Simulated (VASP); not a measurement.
Runs of VASP 6.6.1 on P. The structure is that of space group Im-3m (No. 229), or close to it. The cells are those of the table. 

```csv
task,level,potentials or basis,cell,cutoff (eV),gap on the mesh (eV),pressure (GPa)
single point,LDA,"VASP PAW LDA potentials, release 64 (P)","a = 2.094 Å, angles 109.5°, 1 atom",520,none,266.9
relaxation of cell and atoms,LDA,"VASP PAW LDA potentials, release 64 (P)","relaxed from a = 2.691 Å, angles 109.5°, 1 atom",600,none,0.0
single point,PBE,"VASP PAW PBE potentials, release 64 (P)","a = 2.094 Å, angles 109.5°, 1 atom",520,none,281.9
single point,LDA,"VASP PAW LDA potentials, release 64 (P)","a = 2.604 Å, angles 109.5°, 1 atom",520,none,(a)
```

Alike in all rows: no spin polarisation; k mesh 17 × 17 × 17; smearing fermi-dirac 0.05 eV.

Q: Fill in the values left out.

A: (a) -0.2.

A gap of «none» marks levels without a gap at the run's occupations.
